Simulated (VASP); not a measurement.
A run of VASP 6.6.1 is set up as follows.

INCAR

```
SYSTEM = MnO
PREC     = Accurate       ! precision mode
ENCUT    = 520            ! plane-wave cutoff, eV
EDIFF    = 1E-8           ! SCF threshold, eV
ISMEAR   = -1             ! smearing method
SIGMA    = 0.05           ! smearing width, eV
LREAL    = .False.        ! projectors in reciprocal space
LASPH    = .True.         ! aspherical terms in the spheres
NELM     = 150            ! most SCF steps
ALGO     = Normal         ! electronic algorithm
ISIF     = 2              ! what is computed and relaxed
LWAVE    = .False.        ! write WAVECAR
LCHARG   = .False.        ! write CHGCAR
ISPIN    = 2              ! spin polarisation
MAGMOM   = 4 0            ! initial moments
LORBIT   = 11             ! projections on sites
LMAXMIX  = 4              ! l up to which the mixer works
GGA      = PE             ! functional
LEFG     = .True.       
NBANDS   = 20             ! bands
```

The input KPOINTS:

```
Automatic mesh
0
Gamma
  14 14 14
  0 0 0
```

Contents of POSCAR:

```
MnO
1.0
    0.0000000000      2.1770261943      2.1770261943
    2.1770261943      0.0000000000      2.1770261943
    2.1770261943      2.1770261943      0.0000000000
Mn O
1 1
Direct
    0.0000000000      0.0000000000      0.0000000000
    0.5000000000      0.5000000000      0.5000000000
```

Potentials or basis: VASP PAW PBE potentials, release 64 (Mn_pv, O).

Launch:

```bash
$ cat potpaw_PBE.64/Mn_pv/POTCAR potpaw_PBE.64/O/POTCAR > POTCAR
$ mpirun -np 1 vasp_std > vasp.out
```

(1) Estimate the net moment.

(2) Predict the pressure.

(3) What does it give for the site moments?

## Answers

(1) 4.58 μB per cell.

(2) 7.3 GPa.

(3) Mn +4.19; O +0.19 μB.

Caveat: without QUAD_EFG the Cq values of the log hold for a quadrupole moment of 1 mb, not for the nuclei; a cell with one magnetic atom can't hold antiferromagnetic order, which such compounds often take.
